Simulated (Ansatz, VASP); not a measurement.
## One calculation of K2H5, two programs

INCAR

```
ALGO = Normal ; EDIFF = 1E-7
EDIFFG = -0.01 ; ENCUT = 500
GGA = PE ; GGA_COMPAT = False
IBRION = 2 ; ISIF = 3
ISMEAR = 0 ; LASPH = True
LCHARG = False ; LREAL = False
LWAVE = False ; NELM = 120
NELMIN = 4 ; NSW = 100
PREC = Accurate ; SIGMA = 0.1
```

The input KPOINTS:

```
k-points
0
Gamma
  6 6 6
```

The input POSCAR:

```
K2H5
1.0
    5.8781360962      0.0000000000      0.0000000000
   -2.9390680481      5.0906151862      0.0000000000
    0.0000000000      0.0000000000      7.3868158233
K H
2 5
Direct
    0.3333333333      0.6666666667      0.0000000000
    0.6666666667      0.3333333333      0.0000000000
    0.3333333333      0.6666666667      0.5517858786
    0.6666666667      0.3333333333      0.5517858786
    0.3333333333      0.6666666667      0.4482141214
    0.6666666667      0.3333333333      0.4482141214
    0.0000000000      0.0000000000      0.0000000000
```

Input for Ansatz:

```yaml
crystal:
  lattice:
    - [5.8781360962, 0.0, 0.0]
    - [-2.9390680481, 5.0906151862, 0.0]
    - [0.0, 0.0, 7.3868158233]
  atoms:
    - { symbol: K, position: [0.3333333333, 0.6666666667, 0.0] }
    - { symbol: K, position: [0.6666666667, 0.3333333333, 0.0] }
    - { symbol: H, position: [0.3333333333, 0.6666666667, 0.5517858786] }
    - { symbol: H, position: [0.6666666667, 0.3333333333, 0.5517858786] }
    - { symbol: H, position: [0.3333333333, 0.6666666667, 0.4482141214] }
    - { symbol: H, position: [0.6666666667, 0.3333333333, 0.4482141214] }
    - { symbol: H, position: [0.0, 0.0, 0.0] }
basis:
  ecutwfc: 420
kpoints:
  mp_grid: { grid: [6, 6, 6] }
hamiltonian:
  xc: pbe
scf:
  occupations: { method: gaussian, width: 0.1 }
output:
  forces: true
  stress: true
  eigenvalues: true
  write_density: true
  write_potential: true
  elf: true
  volumetric_format: npy
relax:
  adjacent_minimum: "off"
  f_tol: 0.01
  max_steps: 80
  cell: { stress_tol: 0.05 }
```

Alike in both runs: task relaxation of cell and atoms; functional PBE; k mesh 6 × 6 × 6; occupations gaussian, width 0.1 eV; no spin polarisation.

|  | VASP | Ansatz |
| --- | --- | --- |
| version | VASP 6.6.1 | Ansatz 0.2.0 |
| potentials or method | VASP PAW PBE potentials, release 64 (K_sv, H), cutoff 500 eV | scalar-relativistic, plane waves, PAW |
| valence electrons in the cell | 23 | 23 |

```csv
,VASP,Ansatz,Ansatz less VASP
"gap on the k mesh at the Fermi level, each at its own relaxed structure (eV)",none,none,-
relaxed volume (Å³/atom),30.92,31.58,+0.655
relaxed cell length with the largest relative difference (Å),5.831,5.878,+0.0472
```

A gap of «none» marks a metal or a gap that the smearing closes. Ansatz's warnings: xc potential rough in thin density.
